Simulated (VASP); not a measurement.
# MgZnO4 (P4/mmm) in VASP: notebook

The runs below take MgZnO4 through single point, relaxation of cell and atoms, with PBE.

All numbers are computed with VASP 6.6.1; they aren't measurements. Logs are shortened: lines on timing, memory, paths and dates and some standing lists are left out, and cuts for length are marked.

### 1 The cell of the first run

The structure is tetragonal, space group P4/mmm (No. 123). Conventional cell: a = 3.435 Å, b = 3.435 Å, c = 4.930 Å, α = 90.00°, β = 90.00°, γ = 90.00°. Mg (site symmetry 4/mmm) has 8 O at 2.16 Å within 2.9 Å. Zn (site symmetry 4/mmm) has 8 O at 2.07 Å within 2.7 Å. Within 2.7 Å of O (site symmetry 2mm) lie 2 Zn at 2.07 Å and 2 Mg at 2.16 Å and 6 O at 2.31 to 2.62 Å.

The cell was generated, and may not be a known phase.

### 2 Single point, PBE, collinear spin, ferromagnetic start

The input, INCAR:

```
ALGO = Normal ; EDIFF = 1E-6
ENCUT = 520 ; GGA = PE
ISIF = 2 ; ISMEAR = 0
ISPIN = 2 ; LASPH = True
LCHARG = False ; LORBIT = 11
LREAL = False ; LWAVE = False
MAGMOM = 0 0 1 1 1 1 ; NBANDS = 32
NELM = 150 ; PREC = Accurate
SIGMA = 0.1
```

The input, KPOINTS:

```
k-points
0
Gamma
  6 6 4
```

The input, POSCAR:

```
MgZnO4
1.0
    3.4351185300      0.0000000000      0.0000000000
    0.0000000000      3.4351185300      0.0000000000
    0.0000000000      0.0000000000      4.9301617500
Mg Zn O
1 1 4
Direct
    0.0000000000      0.0000000000      0.0000000000
    0.5000000000      0.5000000000      0.5000000000
    0.5000000000      0.0000000000      0.7338745000
    0.0000000000      0.5000000000      0.2661255000
    0.5000000000      0.0000000000      0.2661255000
    0.0000000000      0.5000000000      0.7338745000
```

Potentials or basis: VASP PAW PBE potentials, release 64 (Mg, Zn, O).

Launch:

```sh
$ cat potpaw_PBE.64/Mg/POTCAR potpaw_PBE.64/Zn/POTCAR potpaw_PBE.64/O/POTCAR > POTCAR
$ mpirun -np 1 vasp_std > vasp.out
```

OUTCAR:

```text
EDIFF = 1E-6
   ENCUT = 520
   GGA = PE
   ISIF = 2
   ISMEAR = 0
   ISPIN = 2
   LASPH = True
   LORBIT = 11
   LREAL = False
   NELM = 150
   PREC = Accurate

 ion  position               nearest neighbor table
   1  0.000  0.000  0.000-   3 2.16   4 2.16   5 2.16   6 2.16   4 2.16   6 2.16   3 2.16   5 2.16

   2  0.500  0.500  0.500-   3 2.07   4 2.07   5 2.07   6 2.07   3 2.07   5 2.07   4 2.07   6 2.07

   3  0.500  0.000  0.734-   2 2.07   2 2.07   1 2.16   1 2.16
   4  0.000  0.500  0.266-   2 2.07   2 2.07   1 2.16   1 2.16
   5  0.500  0.000  0.266-   2 2.07   2 2.07   1 2.16   1 2.16
   6  0.000  0.500  0.734-   2 2.07   2 2.07   1 2.16   1 2.16

  LATTYP: Found a simple tetragonal cell.
 ALAT       =     3.4351185300
 C/A-ratio  =     1.4352231828

  Lattice vectors:

 A1 = (   3.4351185300,   0.0000000000,   0.0000000000)
 A2 = (   0.0000000000,   3.4351185300,   0.0000000000)
 A3 = (   0.0000000000,   0.0000000000,   4.9301617500)

Analysis of symmetry for initial positions (statically):
=====================================================================
 Subroutine PRICEL returns:
 Original cell was already a primitive cell.

 Routine SETGRP: Setting up the symmetry group for a
 simple tetragonal supercell.

 Subroutine GETGRP returns: Found 16 space group operations
 (whereof 16 operations were pure point group operations)
 out of a pool of 16 trial point group operations.

The static configuration has the point symmetry D_4h.

Analysis of symmetry for dynamics (positions and initial velocities):
=====================================================================
 Subroutine PRICEL returns:
 Original cell was already a primitive cell.

 Routine SETGRP: Setting up the symmetry group for a
 simple tetragonal supercell.

 Subroutine GETGRP returns: Found 16 space group operations
 (whereof 16 operations were pure point group operations)
 out of a pool of 16 trial point group operations.

The dynamic configuration has the point symmetry D_4h.

Analysis of structural, dynamic, and magnetic symmetry:
=====================================================================
 Subroutine PRICEL returns:
 Original cell was already a primitive cell.

 Routine SETGRP: Setting up the symmetry group for a
 simple tetragonal supercell.

 Subroutine GETGRP returns: Found 16 space group operations
 (whereof 16 operations were pure point group operations)
 out of a pool of 16 trial point group operations.

The overall configuration has the point symmetry D_4h.

 Subroutine INISYM returns: Found 16 space group operations
 (whereof 16 operations are pure point group operations),
 and found     1 'primitive' translations

----------------------------------------------------------------------------------------

                                     Primitive cell

  volume of cell :      58.1761

  direct lattice vectors                    reciprocal lattice vectors
     3.435118530  0.000000000  0.000000000     0.291110770  0.000000000  0.000000000
     0.000000000  3.435118530  0.000000000     0.000000000  0.291110770  0.000000000
     0.000000000  0.000000000  4.930161750     0.000000000  0.000000000  0.202833102

  length of vectors
     3.435118530  3.435118530  4.930161750     0.291110770  0.291110770  0.202833102

  position of ions in fractional coordinates (direct lattice)
     0.000000000  0.000000000  0.000000000
     0.500000000  0.500000000  0.500000000
     0.500000000  0.000000000  0.733874500
     0.000000000  0.500000000  0.266125500
     0.500000000  0.000000000  0.266125500
     0.000000000  0.500000000  0.733874500

  ion indices of the primitive-cell ions
   primitive index   ion index
                 1           1
                 2           2
                 3           3
                 4           4
                 5           5
                 6           6

----------------------------------------------------------------------------------------

 KPOINTS: k-points

Automatic generation of k-mesh.
 Grid dimensions read from file:
 generate k-points for:    6    6    4

 Generating k-lattice:

  Cartesian coordinates                     Fractional coordinates (reciprocal lattice)
     0.048518462  0.000000000  0.000000000     0.166666667  0.000000000  0.000000000
     0.000000000  0.048518462  0.000000000     0.000000000  0.166666667  0.000000000
     0.000000000  0.000000000  0.050708275     0.000000000  0.000000000  0.250000000

  Length of vectors
     0.048518462  0.048518462  0.050708275

  Shift w.r.t. Gamma in fractional coordinates (k-lattice)
     0.000000000  0.000000000  0.000000000

 Subroutine IBZKPT returns following result:
 ===========================================

 Found     30 irreducible k-points:

 Following reciprocal coordinates:
            Coordinates               Weight
  0.000000  0.000000  0.000000      1.000000
  0.166667  0.000000  0.000000      4.000000
  0.333333  0.000000  0.000000      4.000000
  0.500000  0.000000  0.000000      2.000000
  0.166667  0.166667  0.000000      4.000000
  0.333333  0.166667  0.000000      8.000000
[... 16 lines left out ...]
  0.333333  0.000000  0.500000      4.000000
  0.500000  0.000000  0.500000      2.000000
 [... further k-points ...]
   k-points           NKPTS =     30   k-points in BZ     NKDIM =     30   number of bands    NBANDS=     32
   number of dos      NEDOS =    301   number of ions     NIONS =      6
   total plane-waves  NPLWV =  31360
   dimension x,y,z NGX =    28 NGY =   28 NGZ =   40
   dimension x,y,z NGXF=    56 NGYF=   56 NGZF=   80
   ions per type =               1   1   4
   NGX,Y,Z   is equivalent  to a cutoff of  13.55, 13.55, 13.49 a.u.
   NGXF,Y,Z  is equivalent  to a cutoff of  27.10, 27.10, 26.98 a.u.
 SYSTEM =  unknown system
   PREC   = accura    normal or accurate (medium, high low for compatibility)
   ISTART =      0    job   : 0-new  1-cont  2-samecut
   ICHARG =      2    charge: 1-file 2-atom 10-const
   ISPIN  =      2    spin polarized calculation?
   LNONCOLLINEAR =      F non collinear calculations
   LSORBIT =      F    spin-orbit coupling
   LASPH  =      T    aspherical Exc in radial PAW
   ENCUT  =  520.0 eV  38.22 Ry    6.18 a.u.   6.39  6.39  9.17*2*pi/ulx,y,z
   NELM   =    150;   NELMIN=  2; NELMDL= -5     # of ELM steps
   EDIFF  = 0.1E-05   stopping-criterion for ELM
   LREAL  =      F    real-space projection
   EDIFFG = 0.1E-04   stopping-criterion for IOM
   NSW    =      0    number of steps for IOM
   IBRION =     -1    ionic relax: 0-MD 1-quasi-New 2-CG
   NFREE  =      0    steps in history (QN), initial steepest desc. (CG)
   ISIF   =      2    stress and relaxation
   ISYM   =      2    0-nonsym 1-usesym 2-fastsym
   POTIM  = 0.5000    time-step for ionic-motion
   TEBEG  =    0.0;   TEEND  =   0.0 temperature during run
   PSTRESS=    0.0 pullay stress
   NELECT =      38.0000    total number of electrons
   NUPDOWN=      -1.0000    fix difference up-down
   EMIN   =  10.00;   EMAX   =-10.00  energy-range for DOS
   EFERMI =   0.00;   METHOD = LEGACY
   ISMEAR =     0;   SIGMA  =   0.10  broadening in eV -4-tet -1-fermi 0-gaus
   EFERMI_NEDOS =   21; number of points for ismear=-14 and -15
   IALGO  =     38    algorithm
   IMIX   =      4    mixing-type and parameters
     AMIX     =   0.40;   BMIX     =  1.00
     AMIX_MAG =   1.60;   BMIX_MAG =  1.00
  volume/ion in A,a.u.               =       9.70        65.43
  Fermi-wavevector in a.u.,A,eV,Ry     =   1.420434  2.684232 27.451572  2.017634
  Thomas-Fermi vector in A             =   2.541350
   LORBIT       =     11    0 simple, 1 ext, 2 COOP (PROOUT), +10 PAW based schemes
   GGA     = PE    functional components
   LHFCALC =     F    Hartree Fock is set to
   AEXX    =    0.0000 exact exchange contribution
   IVDW    =     0    specifies the selected vdW correction
   LEPSILON=     F    determine dielectric tensor
   LRPA    =     F    only Hartree local field effects (RPA)
 spin polarized calculation
 Gauss-broadening in eV      SIGMA  =   0.10
  energy-cutoff  :      520.00
  volume of cell :       58.18
 maximum number of plane-waves:      1602
 NGX is ok and might be reduce to    28
   NGX = 13   NGY = 13   NGZ = 19

 number of electron      37.9999978 magnetization       3.8907788

 Free energy of the ion-electron system (eV)
  ---------------------------------------------------
  ext. energy  EPLUGINS =         0.00000000
  ---------------------------------------------------
  free energy    TOTEN  =       -26.28805934 eV

  energy without entropy =      -26.27272976  energy(sigma->0) =      -26.28039455

 E-fermi :   2.0358     XC(G=0): -11.1928

 val. band max:        2.0142462585   @ k =   0.3333   0.1667   0.2500
 cond. band min:       2.0484921322   @ k =   0.5000   0.5000   0.2500
 fundamental gap:      0.0342458737
 Fermi energy:         2.0358392945

 spin component 1

 k-point     1 :       0.0000    0.0000    0.0000
  band No.  band energies     occupation
      1     -17.6200      1.00000
      2     -16.1261      1.00000
      3     -15.0941      1.00000
      4     -13.9372      1.00000
      5      -4.9485      1.00000
      6      -4.3134      1.00000
[... 23 lines left out ...]
     30      19.0097      0.00000
     31      19.6668      0.00000

 k-point     2 :       0.1667    0.0000    0.0000
  band No.  band energies     occupation
      1     -17.4551      1.00000
      2     -16.0041      1.00000
      3     -15.2573      1.00000
      4     -14.1188      1.00000
      5      -4.7645      1.00000
      6      -4.2554      1.00000
[... 740 lines left out ...]
 k-point    24 :       0.5000    0.0000    0.5000
  band No.  band energies     occupation
      1     -16.1225      1.00000
      2     -15.9608      1.00000
      3     -15.6045      1.00000
      4     -15.5004      1.00000
      5      -4.1227      1.00000
      6      -4.0640      1.00000
[... 23 lines left out ...]
     30      18.4862      0.00000
     31      18.7561      0.00000

 [... further k-points ...]

 spin component 2

 k-point     1 :       0.0000    0.0000    0.0000
  band No.  band energies     occupation
      1     -16.3185      1.00000
      2     -14.6600      1.00000
      3     -13.5317      1.00000
      4     -12.2473      1.00000
      5      -4.2587      1.00000
      6      -3.7760      1.00000
[... 23 lines left out ...]
     30      19.5782      0.00000
     31      19.7388      0.00000

 k-point     2 :       0.1667    0.0000    0.0000
  band No.  band energies     occupation
      1     -16.1390      1.00000
      2     -14.5286      1.00000
      3     -13.7123      1.00000
      4     -12.4543      1.00000
      5      -4.0848      1.00000
      6      -3.7312      1.00000
[... 740 lines left out ...]
 k-point    24 :       0.5000    0.0000    0.5000
  band No.  band energies     occupation
      1     -14.6805      1.00000
      2     -14.4862      1.00000
      3     -14.1218      1.00000
      4     -13.9969      1.00000
      5      -3.6312      1.00000
      6      -3.6025      1.00000
[... 23 lines left out ...]
     30      18.7619      0.00000
     31      19.0325      0.00000

 [... further k-points ...]

 [bands above 31 left out]

------------------------ aborting loop because EDIFF is reached ----------------------------------------

  FORCE on cell =-STRESS in cart. coord.  units (eV):
  Direction    XX          YY          ZZ          XY          YZ          ZX
  --------------------------------------------------------------------------------------
  -------------------------------------------------------------------------------------
  Total        4.5290409      4.5290409      3.8715450      0.0000000      0.0000000      0.0000000
  in kB      124.7303678    124.7303678    106.6228465      0.0000000      0.0000000      0.0000000
  external PRESSURE =     118.6945273 kB  Pullay stress =       0.0000000 kB

 VOLUME and BASIS-vectors are now :
 -----------------------------------------------------------------------------
  energy-cutoff  :      520.00
  volume of cell :       58.18
      direct lattice vectors                 reciprocal lattice vectors
     3.435118530  0.000000000  0.000000000     0.291110770  0.000000000  0.000000000
     0.000000000  3.435118530  0.000000000     0.000000000  0.291110770  0.000000000
     0.000000000  0.000000000  4.930161750     0.000000000  0.000000000  0.202833102

 POSITION                                       TOTAL-FORCE (eV/Angst)
 -----------------------------------------------------------------------------------
      0.00000      0.00000      0.00000         0.000000     -0.000000      0.000000
      1.71756      1.71756      2.46508         0.000000     -0.000000      0.000000
      1.71756      0.00000      3.61812         0.000000     -0.000000      1.131679
      0.00000      1.71756      1.31204         0.000000      0.000000     -1.131679
      1.71756      0.00000      1.31204         0.000000     -0.000000     -1.131679
      0.00000      1.71756      3.61812         0.000000      0.000000      1.131679
 -----------------------------------------------------------------------------------
    total drift:                                0.000000      0.000000      0.000000

  FREE ENERGIE OF THE ION-ELECTRON SYSTEM (eV)
  ---------------------------------------------------
  free  energy   TOTEN  =       -26.2880593413 eV

  energy  without entropy=      -26.2727297614  energy(sigma->0) =      -26.28039455

 total charge

# of ion       s       p       d       tot
------------------------------------------
    1        0.132   0.153   0.064   0.349
    2        0.429   0.514   9.844  10.787
    3        1.602   3.272   0.000   4.875
    4        1.602   3.272   0.000   4.875
    5        1.602   3.272   0.000   4.875
    6        1.602   3.272   0.000   4.875
--------------------------------------------------
tot          6.971  13.755   9.908  30.633

 magnetization (x)

# of ion       s       p       d       tot
------------------------------------------
    1       -0.010  -0.005   0.005  -0.010
    2       -0.033  -0.021   0.188   0.133
    3        0.012   0.816   0.000   0.827
    4        0.012   0.816   0.000   0.827
    5        0.012   0.816   0.000   0.827
    6        0.012   0.816   0.000   0.827
--------------------------------------------------
tot          0.003   3.236   0.193   3.432
```

Wall time 79 s (1 thread of AMD EPYC 9R45 (Zen 5), shared host); peak memory 0.22 GiB.

What came out:

```
Free energy                                           : -26.2881 eV
Pressure                                              : 11.9 GPa
Largest force                                         : 1.132 eV/Å
Net moment                                            : 3.89 μB per cell
Site moments                                          : Mg -0.01; Zn +0.13; O +0.83 μB
Valence electrons inside the program's atomic spheres : Mg 0.35; Zn 10.79; O 4.88
```

Forces in eV/Å, atoms in the order of the input:
```
Mg   0.000  0.000  0.000
Zn   0.000  0.000  0.000
O    0.000  0.000  1.132
O    0.000  0.000 -1.132
O    0.000  0.000 -1.132
O    0.000  0.000  1.132
```

Levels at points of the mesh, in eV from the Fermi level:
Spin up:
| k point | band 17 | band 18 | band 19 | band 20 | band 21 | band 22 | band 23 | band 24 | band 25 | band 26 |
| --- | --- | --- | --- | --- | --- | --- | --- | --- | --- | --- |
| (0.00, 0.00, 0.00) | -1.09 | -1.09 | -0.18 | -0.15 | -0.15 | 5.65 | 9.13 | 11.26 | 11.82 | 12.23 |
| (0.50, 0.00, 0.00) | -2.31 | -2.14 | -0.96 | -0.72 | -0.32 | 8.79 | 10.36 | 10.42 | 11.74 | 13.99 |
| (0.50, 0.50, 0.00) | -0.35 | -0.35 | -0.30 | 0.03 | 0.08 | 7.60 | 10.00 | 11.56 | 11.96 | 11.96 |
| (0.00, 0.00, 0.50) | -1.28 | -0.97 | -0.97 | -0.29 | -0.29 | 7.34 | 8.32 | 10.38 | 10.69 | 14.19 |
| (0.50, 0.00, 0.50) | -2.38 | -2.24 | -1.78 | -1.66 | -1.23 | 9.09 | 10.14 | 11.05 | 11.55 | 15.06 |
| (0.50, 0.50, 0.50) | -1.88 | -0.41 | -0.20 | -0.12 | 0.13 | 9.27 | 10.36 | 11.52 | 12.52 | 13.93 |
Spin down:
| k point | band 15 | band 16 | band 17 | band 18 | band 19 | band 20 |
| --- | --- | --- | --- | --- | --- | --- |
| (0.00, 0.00, 0.00) | -1.08 | 0.37 | 0.47 | 0.47 | 1.47 | 1.47 |
| (0.50, 0.00, 0.00) | -1.46 | -1.27 | -0.99 | -0.78 | 0.42 | 0.93 |
| (0.50, 0.50, 0.00) | -3.42 | 1.17 | 1.28 | 1.28 | 1.53 | 1.69 |
| (0.00, 0.00, 0.50) | -1.62 | -0.07 | 0.04 | 0.61 | 0.61 | 1.31 |
| (0.50, 0.00, 0.50) | -1.66 | -1.10 | -1.07 | -1.02 | -0.48 | -0.46 |
| (0.50, 0.50, 0.50) | -2.09 | -0.55 | -0.55 | 1.38 | 1.40 | 1.46 |

Caveat: the cell stands under pressure; forces of over 1 eV/Å act on the atoms, so gaps and moduli don't describe the material at rest.

[end of part 1 of 2]
